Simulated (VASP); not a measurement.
## TiO2: single point with PBE+D3(BJ)

The system is TiO2.

```
CELL_PARAMETERS angstrom
3.84456 0.00000 0.00000
0.00000 3.84456 0.00000
0.00000 0.00000 9.77267
ATOMIC_POSITIONS crystal
Ti 0.96210 0.90503 0.94374
Ti 0.99891 0.36256 0.19951
Ti 0.49462 0.40390 0.44195
Ti 0.47634 0.92748 0.68447
O 0.00512 0.37770 0.38904
O 0.00258 0.91081 0.13170
O 0.97776 0.43404 0.97504
O 0.97344 0.89726 0.72357
O 0.50487 0.93945 0.89420
O 0.42689 0.41716 0.63252
O 0.55434 0.91190 0.49178
O 0.51163 0.40522 0.23954
```

| Property | Result |
| --- | --- |
| Program | VASP 6.6.1 |
| Task | single point |
| Functional | PBE |
| Dispersion | D3(BJ) |
| Potentials or basis | VASP PAW PBE potentials, release 64 (Ti_sv, O) |
| Cutoff | 520 eV |
| k mesh | 4 × 4 × 2 |
| Occupations | fermi-dirac, width 0.3 eV |
| Spin | no spin polarisation |
| Dipole correction | no |
| Further INCAR settings | ALGO = Normal; EDIFF = 1e-06; NBANDS = 60 |

| Item | Value |
| --- | --- |
| Pressure | -2.7 GPa |
| Largest force | 2.972 eV/Å |
| Band gap on the k mesh | 1.82 eV (least direct gap 2.18 eV) |
| Dispersion energy per atom | -0.212 eV |

Forces in eV/Å, atoms in the order of the input:
```
Ti   0.586  0.182 -2.500
Ti   0.095  0.893 -2.405
Ti   0.412 -0.028  0.321
Ti  -0.097 -0.203  1.467
O    0.337  0.201  1.300
O    0.180  0.097  2.965
O    0.239 -1.122  0.677
O    0.427  0.243  0.185
O   -1.557 -0.024 -0.438
O    0.204 -0.238  0.944
O   -0.311 -0.081 -1.741
O   -0.514  0.080 -0.776
```

Stress tensor (GPa, compression positive):
```
-6.29  0.14 -0.94
 0.14 -5.27  1.10
-0.94  1.10  3.36
```

Levels at points of the mesh, in eV from the valence-band top:
```tsv
k point	band 46	band 47	band 48	band 49	band 50	band 51
(0.00, 0.00, 0.00)	-0.73	-0.53	-0.36	1.82	2.03	2.28
(0.50, 0.00, 0.00)	-1.02	-0.87	-0.82	2.46	2.67	2.75
(0.00, 0.50, 0.00)	-0.96	-0.88	-0.74	2.28	2.50	2.60
(0.50, 0.50, 0.00)	-0.80	-0.39	0.00	2.36	2.53	2.62
(0.00, 0.00, 0.50)	-0.73	-0.54	-0.36	1.82	2.03	2.28
(0.50, 0.00, 0.50)	-1.02	-0.80	-0.77	2.44	2.67	2.73
(0.00, 0.50, 0.50)	-0.89	-0.80	-0.71	2.26	2.49	2.58
(0.50, 0.50, 0.50)	-1.04	-0.53	-0.12	2.41	2.58	2.70
```

It took 6 min on 1 thread of Intel(R) Xeon(R) Platinum 8375C CPU @ 2.90GHz (Ice Lake) (shared host), peak memory 0.31 GiB.

Caveat: the atoms stand as in a frame of molecular dynamics; forces of over 1 eV/Å act on the atoms, so gaps and moduli don't describe the material at rest. A k mesh can miss the band edges.
